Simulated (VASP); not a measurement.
# Sr8Ti9O24 (a cell with a defect) in VASP: single point with PBEsol

Aim: the single point of Sr8Ti9O24 (a cell with a defect) with PBEsol.

All numbers are computed with VASP 6.6.1; they aren't measurements. Logs are shortened: lines on timing, memory, paths and dates and some standing lists are left out, and cuts for length are marked.

## (1) The cell of the first run

The cell holds a defect, 41 atoms: a = 7.783 Å, b = 7.783 Å, c = 7.783 Å, α = 90.00°, β = 90.00°, γ = 90.00°.

## (2) Single point, PBEsol, collinear spin

INCAR

```
  PREC = Accurate
  ENCUT = 520
  EDIFF = 1E-6
  ISMEAR = -1
  SIGMA = 0.05
  LREAL = Auto
  LASPH = True
  NELM = 150
  ALGO = Normal
  ISIF = 2
  LWAVE = False
  LCHARG = True
  ISPIN = 2
  MAGMOM = 0 0 0 0 0 0 0 0 0.125 0 0 0 0 0 0 0 0.125 0.125 0.125 0 0 0 0 0 0 0.125 0 0 0 0.125 0 0 0 0.125 0 0.125 0 0 0 0 0
  LORBIT = 11
  LMAXMIX = 4
  GGA = PS
  LELF = True
  LVHAR = True
  NELECT = 329.0
  ISYM = 0
  NBANDS = 196
```

KPOINTS

```
Automatic mesh
0
Gamma
  1 1 1
  0.25 0.25 0.25
```

POSCAR

```
Sr8Ti9O24
1.0
    7.7828210000      0.0000000000      0.0000000000
    0.0000000000      7.7828210000      0.0000000000
    0.0000000000      0.0000000000      7.7828210000
Sr Ti O
8 9 24
Direct
    0.0026370000      0.9382910000      0.9357080000
    0.0057240000      0.9918030000      0.5154250000
    0.0047430000      0.5154070000      0.9922210000
    0.0028970000      0.5190550000      0.5196770000
    0.5038510000      0.9907860000      0.9907600000
    0.5044970000      0.9974900000      0.5116090000
    0.5051580000      0.5122680000      0.9967440000
    0.5051090000      0.5132610000      0.5119510000
    0.0157070000      0.1524450000      0.1535970000
    0.2621360000      0.2483270000      0.7577260000
    0.2473350000      0.7544590000      0.2454360000
    0.2623830000      0.7430340000      0.7404870000
    0.7281610000      0.2739580000      0.2733090000
    0.7649430000      0.2471050000      0.7591730000
    0.7513600000      0.7620270000      0.2459540000
    0.7455920000      0.7423410000      0.7410070000
    0.2779100000      0.2741680000      0.2747400000
    0.1943870000      0.2467750000      0.0105650000
    0.2960580000      0.2526130000      0.5103410000
    0.2582540000      0.7528800000      0.9991730000
    0.2596400000      0.7534350000      0.4984530000
    0.8212240000      0.2463020000      0.0161670000
    0.7151880000      0.2516190000      0.5074690000
    0.7550950000      0.7508520000      0.9987260000
    0.7547780000      0.7546780000      0.4989880000
    0.0039730000      0.3117470000      0.3110270000
    0.0017080000      0.2455170000      0.7212370000
    0.0085000000      0.7214880000      0.2486060000
    0.0052510000      0.7379600000      0.7383920000
    0.5067640000      0.2201100000      0.2190090000
    0.5021430000      0.2502960000      0.8013710000
    0.5116550000      0.8015330000      0.2515960000
    0.5050440000      0.7450150000      0.7473450000
    0.1976800000      0.0125830000      0.2496760000
    0.2565190000      0.9974470000      0.7508060000
    0.2981720000      0.5100660000      0.2502010000
    0.2553070000      0.4981100000      0.7559030000
    0.8228670000      0.0146810000      0.2474130000
    0.7512190000      0.9980110000      0.7510120000
    0.7170380000      0.5080570000      0.2518710000
    0.7523250000      0.4974050000      0.7554760000
```

Potentials or basis: VASP PAW PBE potentials, release 64 (Sr_sv, Ti_sv, O).

The run is started by

```console
cat potpaw_PBE.64/Sr_sv/POTCAR potpaw_PBE.64/Ti_sv/POTCAR potpaw_PBE.64/O/POTCAR > POTCAR
mpirun -np 1 vasp_std > vasp.out
```

OUTCAR:

```text
PREC = Accurate
   ENCUT = 520
   EDIFF = 1E-6
   ISMEAR = -1
   LREAL = Auto
   LASPH = True
   NELM = 150
   ISIF = 2
   ISPIN = 2
   LORBIT = 11
   GGA = PS
   NELECT = 329.0
   ISYM = 0

 ion  position               nearest neighbor table
   1  0.003  0.938  0.936-  29 2.19   9 2.38  24 2.47  39 2.47  35 2.49  20 2.51  22 2.85  38 2.86
                            18 2.89  27 2.92  34 2.93  16 2.94  12 2.95  28 2.96   2 3.30   3 3.32
   2  0.006  0.992  0.515-  38 2.53  27 2.54  34 2.56  29 2.63  35 2.68  25 2.69  39 2.70  21 2.71
                            26 2.95  28 2.96  23 3.03  19 3.04   9 3.08  12 3.29   1 3.30  16 3.31
   3  0.005  0.515  0.992-  22 2.54  28 2.56  18 2.56  29 2.63  24 2.67  37 2.68  41 2.70  20 2.70
                            26 2.94  27 2.98  40 3.02  36 3.04   9 3.09  11 3.30  12 3.32  16 3.32
   4  0.003  0.519  0.520-  26 2.29  29 2.41  28 2.63  27 2.64  25 2.67  41 2.68  37 2.70  21 2.71
                            40 3.05  23 3.06  19 3.08  36 3.11  16 3.16  12 3.17  14 3.37  11 3.40
   5  0.504  0.991  0.991-  31 2.50  32 2.51  30 2.52  20 2.66  39 2.68  35 2.68  33 2.69  24 2.70
                            34 3.13  18 3.13  22 3.18  38 3.19  15 3.29  10 3.29  12 3.32  16 3.33
   6  0.504  0.997  0.512-  32 2.53  19 2.56  23 2.57  39 2.68  35 2.68  33 2.69  21 2.69  25 2.72
                            30 2.86  31 2.99  34 3.14  38 3.22  12 3.26  16 3.26  10 3.32  13 3.33
   7  0.505  0.512  0.997-  31 2.54  36 2.55  40 2.58  33 2.65  20 2.68  24 2.69  41 2.69  37 2.70
                            30 2.86  32 3.00  18 3.18  22 3.22  16 3.27  12 3.28  13 3.33  15 3.35
   8  0.505  0.513  0.512-  33 2.57  36 2.60  19 2.60  40 2.61  23 2.61  21 2.67  41 2.70  25 2.70
                            37 2.72  32 3.02  31 3.04  16 3.14  12 3.15  13 3.15  17 3.16  30 3.23
   9  0.016  0.152  0.154-  26 1.75  18 1.93  34 1.94  38 1.98  22 1.99   1 2.38  17 2.44  13 2.60
[... 27 lines left out ...]
  28  0.008  0.721  0.249-  11 1.88  15 2.03   3 2.56   4 2.63   2 2.96   1 2.96
  29  0.005  0.738  0.738-  12 2.00  16 2.02   1 2.19   4 2.41   3 2.63   2 2.63
  30  0.507  0.220  0.219-  13 1.82  17 1.88   5 2.52   7 2.86   6 2.86   8 3.23
  31  0.502  0.250  0.801-  10 1.90  14 2.07   5 2.50   7 2.54   6 2.99   8 3.04
  32  0.512  0.802  0.252-  15 1.89  11 2.09   5 2.51   6 2.53   7 3.00   8 3.02
  33  0.505  0.745  0.747-  16 1.87  12 1.89   8 2.57   7 2.65   6 2.69   5 2.69
  34  0.198  0.013  0.250-   9 1.94  11 2.05  17 2.14   2 2.56   1 2.93   5 3.13   6 3.14
  35  0.257  0.997  0.751-  10 1.95  12 1.98   1 2.49   2 2.68   6 2.68   5 2.68
  36  0.298  0.510  0.250-  17 1.85  11 1.94   7 2.55   8 2.60   3 3.04   4 3.11
  37  0.255  0.498  0.756-  12 1.91  10 1.94   3 2.68   4 2.70   7 2.70   8 2.72
  38  0.823  0.015  0.247-   9 1.98  15 2.04  13 2.16   2 2.53   1 2.86   5 3.19   6 3.22
  39  0.751  0.998  0.751-  14 1.94  16 1.99   1 2.47   6 2.68   5 2.68   2 2.70
  40  0.717  0.508  0.252-  13 1.83  15 2.00   7 2.58   8 2.61   3 3.02   4 3.05
  41  0.752  0.497  0.755-  16 1.91  14 1.95   4 2.68   7 2.69   3 2.70   8 2.70

IMPORTANT INFORMATION: All symmetrisations will be switched off!
NOSYMM: (Re-)initialisation of all symmetry stuff for point group C_1.

----------------------------------------------------------------------------------------

                                     Primitive cell

  volume of cell :     471.4234

  direct lattice vectors                    reciprocal lattice vectors
     7.782821000  0.000000000  0.000000000     0.128488115  0.000000000  0.000000000
     0.000000000  7.782821000  0.000000000     0.000000000  0.128488115  0.000000000
     0.000000000  0.000000000  7.782821000     0.000000000  0.000000000  0.128488115

  length of vectors
     7.782821000  7.782821000  7.782821000     0.128488115  0.128488115  0.128488115

  position of ions in fractional coordinates (direct lattice)
     0.002637000  0.938291000  0.935708000
     0.005724000  0.991803000  0.515425000
     0.004743000  0.515407000  0.992221000
     0.002897000  0.519055000  0.519677000
     0.503851000  0.990786000  0.990760000
     0.504497000  0.997490000  0.511609000
[... 33 lines left out ...]
     0.717038000  0.508057000  0.251871000
     0.752325000  0.497405000  0.755476000

  ion indices of the primitive-cell ions
   primitive index   ion index
                 1           1
                 2           2
                 3           3
                 4           4
                 5           5
                 6           6
[... 33 lines left out ...]
                40          40
                41          41

----------------------------------------------------------------------------------------

 KPOINTS: Automatic mesh

Automatic generation of k-mesh.
 Grid dimensions read from file:
 generate k-points for:    1    1    1

 Generating k-lattice:

  Cartesian coordinates                     Fractional coordinates (reciprocal lattice)
[... 34 lines left out ...]
   LNONCOLLINEAR =      F non collinear calculations
   LSORBIT =      F    spin-orbit coupling
   LASPH  =      T    aspherical Exc in radial PAW
   ENCUT  =  520.0 eV  38.22 Ry    6.18 a.u.  14.47 14.47 14.47*2*pi/ulx,y,z
   NELM   =    150;   NELMIN=  2; NELMDL= -5     # of ELM steps
   EDIFF  = 0.1E-05   stopping-criterion for ELM
   LREAL  =      T    real-space projection
   EDIFFG = 0.1E-04   stopping-criterion for IOM
   NSW    =      0    number of steps for IOM
   IBRION =     -1    ionic relax: 0-MD 1-quasi-New 2-CG
   NFREE  =      0    steps in history (QN), initial steepest desc. (CG)
   ISIF   =      2    stress and relaxation
   ISYM   =      0    0-nonsym 1-usesym 2-fastsym
   POTIM  = 0.5000    time-step for ionic-motion
   TEBEG  =    0.0;   TEEND  =   0.0 temperature during run
   PSTRESS=    0.0 pullay stress
   NELECT =     329.0000    total number of electrons
   NUPDOWN=      -1.0000    fix difference up-down
   EMIN   =  10.00;   EMAX   =-10.00  energy-range for DOS
   EFERMI =   0.00;   METHOD = LEGACY
   ISMEAR =    -1;   SIGMA  =   0.05  broadening in eV -4-tet -1-fermi 0-gaus
   EFERMI_NEDOS =   21; number of points for ismear=-14 and -15
   IALGO  =     38    algorithm
   IMIX   =      4    mixing-type and parameters
     AMIX     =   0.40;   BMIX     =  1.00
     AMIX_MAG =   1.60;   BMIX_MAG =  1.00
  volume/ion in A,a.u.               =      11.50        77.59
  Fermi-wavevector in a.u.,A,eV,Ry     =   1.452122  2.744113 28.690036  2.108658
  Thomas-Fermi vector in A             =   2.569540
   LORBIT       =     11    0 simple, 1 ext, 2 COOP (PROOUT), +10 PAW based schemes
   GGA     = PS    functional components
   LHFCALC =     F    Hartree Fock is set to
   AEXX    =    0.0000 exact exchange contribution
   IVDW    =     0    specifies the selected vdW correction
   LEPSILON=     F    determine dielectric tensor
   LRPA    =     F    only Hartree local field effects (RPA)
 spin polarized calculation
  energy-cutoff  :      520.00
  volume of cell :      471.42
 maximum number of plane-waves:     12704
 NGX is ok and might be reduce to    60
   NGX = 29   NGY = 29   NGZ = 29

 number of electron     328.9999988 magnetization       0.9617635

 Free energy of the ion-electron system (eV)
  ---------------------------------------------------
  ext. energy  EPLUGINS =         0.00000000
  ---------------------------------------------------
  free energy    TOTEN  =      -360.76147206 eV

  energy without entropy =     -360.74617199  energy(sigma->0) =     -360.75382203

 E-fermi :   6.4690     XC(G=0): -11.6725

 val. band max:        6.3093747677   @ k =  -0.2500  -0.2500   0.2500
 cond. band min:       6.6474318173   @ k =   0.2500   0.2500   0.2500
 fundamental gap:      0.3380570496
 Fermi energy:         6.4689645917

 spin component 1

 k-point     1 :       0.2500    0.2500    0.2500
  band No.  band energies     occupation
      1     -51.8131      1.00000
      2     -51.8102      1.00000
      3     -51.7634      1.00000
      4     -51.7603      1.00000
      5     -51.7416      1.00000
      6     -51.7353      1.00000
[... 705 lines left out ...]
    175       7.7889      0.00000
    176       7.8766      0.00000
 Fermi energy:         6.4689645917

 spin component 2

 k-point     1 :       0.2500    0.2500    0.2500
  band No.  band energies     occupation
      1     -51.7857      1.00000
      2     -51.7834      1.00000
      3     -51.7354      1.00000
      4     -51.7304      1.00000
      5     -51.7208      1.00000
      6     -51.7191      1.00000
[... 705 lines left out ...]
    175       7.8575      0.00000
    176       7.9043      0.00000
 [bands above 176 left out]

------------------------ aborting loop because EDIFF is reached ----------------------------------------

  FORCE on cell =-STRESS in cart. coord.  units (eV):
  Direction    XX          YY          ZZ          XY          YZ          ZX
  --------------------------------------------------------------------------------------
  -------------------------------------------------------------------------------------
  Total      -13.1454403     -2.2542957     -1.4438059     -0.3041276     12.8334883      0.1198959
  in kB      -44.6760320     -7.6614388     -4.9069119     -1.0336066     43.6158335      0.4074775
  external PRESSURE =     -19.0814609 kB  Pullay stress =       0.0000000 kB

 VOLUME and BASIS-vectors are now :
 -----------------------------------------------------------------------------
  energy-cutoff  :      520.00
  volume of cell :      471.42
      direct lattice vectors                 reciprocal lattice vectors
     7.782821000  0.000000000  0.000000000     0.128488115  0.000000000  0.000000000
     0.000000000  7.782821000  0.000000000     0.000000000  0.128488115  0.000000000
     0.000000000  0.000000000  7.782821000     0.000000000  0.000000000  0.128488115

 POSITION                                       TOTAL-FORCE (eV/Angst)
 -----------------------------------------------------------------------------------
      0.02052      7.30255      7.28245         0.005525      0.076307      0.071750
      0.04455      7.71903      4.01146        -0.023089      0.005203     -0.001243
      0.03691      4.01132      7.72228        -0.021060      0.014618      0.018031
      0.02255      4.03971      4.04455         0.021700     -0.001891      0.002956
      3.92138      7.71111      7.71091        -0.018166      0.015335      0.016301
      3.92641      7.76329      3.98176         0.011307     -0.005292     -0.000418
[... 33 lines left out ...]
      5.58058      3.95412      1.96027        -0.010477      0.042186     -0.006111
      5.85521      3.87121      5.87973         0.008395     -0.016779     -0.024314
 -----------------------------------------------------------------------------------
    total drift:                                0.008560      0.002859     -0.007316

  FREE ENERGIE OF THE ION-ELECTRON SYSTEM (eV)
  ---------------------------------------------------
  free  energy   TOTEN  =      -360.7614720614 eV

  energy  without entropy=     -360.7461719912  energy(sigma->0) =     -360.75382203

 total charge

# of ion       s       p       d       tot
------------------------------------------
    1        2.023   5.799   0.408   8.231
    2        2.001   5.772   0.232   8.006
    3        2.001   5.772   0.230   8.003
    4        2.003   5.786   0.245   8.034
    5        2.000   5.771   0.218   7.989
    6        1.999   5.768   0.215   7.981
[... 33 lines left out ...]
   40        1.563   3.462   0.000   5.025
   41        1.561   3.469   0.000   5.029
--------------------------------------------------
tot         73.597 186.205  18.510 278.312

 magnetization (x)

# of ion       s       p       d       tot
------------------------------------------
    1        0.000   0.000   0.003   0.003
    2       -0.000  -0.000   0.001   0.001
    3       -0.000  -0.000   0.001   0.001
    4       -0.000   0.000   0.001   0.001
    5        0.000   0.000   0.001   0.001
    6        0.000   0.000   0.000   0.001
[... 33 lines left out ...]
   40       -0.000  -0.001   0.000  -0.001
   41        0.000   0.000   0.000   0.000
--------------------------------------------------
tot          0.008   0.026   0.809   0.843
```

Run time: 38 min. Hardware: 1 thread of Oxide Virtual Turin-like, shared host; peak memory 0.91 GiB.

Results:

| Item | Value |
| --- | --- |
| Free energy | -360.7615 eV |
| Largest force | 0.139 eV/Å |
| Net moment | 0.96 μB per cell |
| Site moments | Sr +0.00; Ti +0.29, +0.04, +0.01, +0.06, +0.03, +0.33 (each value once); O +0.00, -0.00, +0.01 (each value once) μB |
| Valence electrons inside the program's atomic spheres | Sr 8.23, 8.01, 8.00, 8.03, 7.99, 7.98 (each value once); Ti 10.77, 10.25, 10.26, 10.38, 10.44, 10.24, 10.43 (each value once); O 5.02, 5.04, 5.03, 5.01, 5.06, 5.08, 5.05, 5.00, 5.07 (each value once) |

Forces on the atoms (eV/Å):
```
Sr   0.006  0.076  0.072
Sr  -0.023  0.005 -0.001
Sr  -0.021  0.015  0.018
Sr   0.022 -0.002  0.003
Sr  -0.018  0.015  0.016
Sr   0.011 -0.005  0.000
Sr   0.016 -0.010 -0.011
Sr  -0.017  0.006  0.010
Ti  -0.079  0.004  0.022
Ti  -0.021 -0.031  0.019
Ti   0.042  0.041  0.035
Ti  -0.011 -0.009  0.053
Ti   0.125 -0.033 -0.050
Ti  -0.042  0.005  0.029
Ti   0.033  0.045  0.075
Ti   0.067 -0.020  0.024
Ti   0.023 -0.031 -0.041
O    0.028  0.015  0.034
O   -0.020  0.004  0.045
O    0.017 -0.030 -0.025
O   -0.026 -0.002 -0.034
O   -0.026 -0.006 -0.048
O   -0.023  0.005  0.052
O   -0.050  0.008 -0.025
O    0.000 -0.026 -0.046
O    0.010 -0.029 -0.027
O    0.045  0.018 -0.009
O   -0.030 -0.036 -0.035
O   -0.014 -0.030 -0.043
O   -0.032 -0.034 -0.019
O    0.071  0.019 -0.026
O    0.000 -0.036 -0.034
O   -0.023  0.027  0.004
O    0.038  0.034  0.015
O    0.028  0.013 -0.020
O   -0.031  0.046  0.012
O   -0.014  0.003  0.003
O   -0.016 -0.048 -0.027
O   -0.042 -0.014  0.013
O   -0.010  0.042 -0.006
O    0.008 -0.017 -0.024
```

Caveat: the cell carries a net charge on a neutralising background, which shifts energy and pressure; the cell is charged against a uniform background, so pressure and absolute levels hang on convention; the PAW data sets were made with another functional, which shifts forces and pressure a little.
